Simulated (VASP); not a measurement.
The system is PbSe.

```xyz
2
Lattice="0.0000 3.0887 3.1041 3.0887 0.0000 3.1041 3.0887 3.0887 0.0000" Properties=species:S:1:pos:R:3 pbc="T T T"
Pb    0.0000    0.0000    0.0000
Se    3.0887    3.0887    3.1041
```

This cell differs from its parent crystal: uniaxial z strain +0.5%.

Base run:

| Property | Result |
| --- | --- |
| Program | VASP 6.6.1 |
| Functional | r2SCAN |
| Potentials or basis | VASP PAW PBE potentials, release 64 (Pb_d, Se) |
| Cutoff | 550 eV |
| k mesh | 8 × 8 × 8 |
| Occupations | gaussian, width 0.01 eV |
| Spin | no spin polarisation |

Its results: band gap on the k mesh 0.69 eV, direct; pressure -0.2 GPa.

Problem. The run is repeated on the same cell with these changes: functional from r2SCAN to PBE; cutoff from 550 eV to 500 eV; occupations from gaussian, width 0.01 eV to fermi-dirac, width 0.02 eV. What comes out?

Solution. Band gap on the k mesh 0.39 eV, direct; pressure 0.7 GPa.

Caveats: spin-orbit coupling is left out, which moves the levels of the heavy elements; the PAW data sets were made with another functional, which shifts forces and pressure a little (some runs).

A k mesh can miss the band edges.
